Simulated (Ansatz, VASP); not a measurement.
BaCaBr4 in VASP and in Ansatz

```
Ba Ca Br
1.0
     0.00000    4.46591    4.46591
     4.46591    0.00000    4.46591
     4.46591    4.46591    0.00000
Ba Ca Br
1 1 4
Direct
  0.00000 0.00000 0.00000
  0.75000 0.75000 0.75000
  0.87355 0.37548 0.37548
  0.37548 0.37548 0.37548
  0.37548 0.87355 0.37548
  0.37548 0.37548 0.87355
```

Change from the starting cell: species swapped into the GdInCu4 type (F-43m, No. 216).

Alike in both runs: task single point; functional PBE; k mesh 4 × 4 × 4; occupations gaussian, width 0.1 eV; no spin polarisation.

```csv
,VASP,Ansatz
version,VASP 6.6.1,Ansatz 0.2.0
potentials or method,"VASP PAW PBE potentials, release 64 (Ba_sv, Ca_sv, Br), cutoff 520 eV","scalar-relativistic, plane waves, PAW"
valence electrons in the cell,48,48
```

Ansatz gave:

```
gap on the k mesh at the Fermi level (eV) : none
pressure (GPa)                            : 4.4
rms of the force components (eV/Å)        : 0.017
```

Task: Estimate VASP's values.

Result: gap on the k mesh at the Fermi level (eV): none; pressure (GPa): 4.5; rms of the force components (eV/Å): 0.014.

Atom by atom the forces differ by 0.003 eV/Å (rms over components). A gap of «none» marks a metal or a gap that the smearing closes.

Spin-orbit coupling is off throughout.
